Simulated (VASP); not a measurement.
Runs of VASP 6.6.1 on ZrC. The structure is that of space group Fm-3m (No. 225), or close to it. The cells are those of the table. 

```csv
spin,cell,k mesh,gap on the mesh (eV),pressure (GPa)
off,"a = 3.227 Å, angles 60.0°, 2 atoms",20 × 20 × 20,none,(b)
off,"a = 3.191 Å, angles 60.0°, 2 atoms",20 × 20 × 20,none,37.1
off,"a = 3.330 Å, angles 60.0°, 2 atoms",20 × 20 × 20,none,0.2
off,"a = 3.437 Å, angles 60.0°, 2 atoms",20 × 20 × 20,none,-17.3
off,"a = 3.262 Å, angles 60.0°, 2 atoms",20 × 20 × 20,none,(a)
"collinear, ferromagnetic start","a = 3.324 Å, angles 60.0°, 2 atoms",6 × 6 × 6,none,1.5
off,"a = 3.395 Å, angles 60.0°, 2 atoms",20 × 20 × 20,none,-11.3
off,"a = 3.363 Å, angles 60.0°, 2 atoms",20 × 20 × 20,none,(c)
off,"a = 3.296 Å, angles 60.0°, 2 atoms",20 × 20 × 20,none,7.5
off,"a = 3.324 Å, angles 60.0°, 2 atoms",6 × 6 × 6,none,1.5
```

Alike in all rows: task single point; level PBE; potentials or basis VASP PAW PBE potentials, release 64 (Zr_sv, C); cutoff (eV) 520; smearing gaussian 0.1 eV.

Question: Fill in the values left out.

Answer: (a) 15.9; (b) 25.7; (c) -6.0.

Caveats: some runs use coarse meshes.

A k mesh can miss the band edges, and the runs leave out spin-orbit coupling on Zr.

A gap of «none» marks levels without a gap at the run's occupations.
